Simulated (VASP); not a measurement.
The system is Fe.

```
CELL_PARAMETERS angstrom
0.00000 2.51451 2.51451
2.51451 0.00000 2.51451
2.51451 2.51451 0.00000
ATOMIC_POSITIONS crystal
Fe 0.12500 0.12500 0.12500
Fe 0.87500 0.87500 0.87500
```

| Quantity | Value |
| --- | --- |
| Program | VASP 6.6.1 |
| Task | relaxation of cell and atoms |
| Functional | PBE |
| Potentials or basis | VASP PAW PBE potentials, release 64 (Fe) |
| Cutoff | 600 eV |
| k mesh | 11 × 11 × 11 |
| Occupations | fermi-dirac, width 0.1 eV |
| Spin | no spin polarisation |

At the start: pressure -12.4 GPa; volume 15.90 Å³/atom.

Q: Where does the relaxation end?

A: Over 6 steps the energy falls by 66.2 meV/atom and the volume is 14.34 Å³/atom (-9.8 %); space group Fd-3m (No. 227, to 0.05 Å).

Step by step:
| step | energy change (eV) | largest force (eV/Å) | pressure (GPa) | volume (Å³) |
| --- | --- | --- | --- | --- |
| 1 | 0.0000 | 0.0000 | -12.41 | 31.80 |
| 2 | -0.0384 | 0.0000 | 14.55 | 26.46 |
| 3 | -0.1324 | 0.0000 | -0.16 | 28.72 |
| 4 | -0.1324 | 0.0000 | 0.16 | 28.66 |
| 5 | -0.1324 | 0.0000 | -0.12 | 28.71 |
| 6 | -0.1324 | 0.0000 | 0.00 | 28.69 |

Final structure:
```
Fe
1.0
     0.00000    2.42966    2.42966
     2.42966    0.00000    2.42966
     2.42966    2.42966    0.00000
Fe
2
Cartesian
  0.6074 0.6074 0.6074
  4.2519 4.2519 4.2519
```

Caveat: the run has no spin polarisation, though such a crystal can be magnetic.
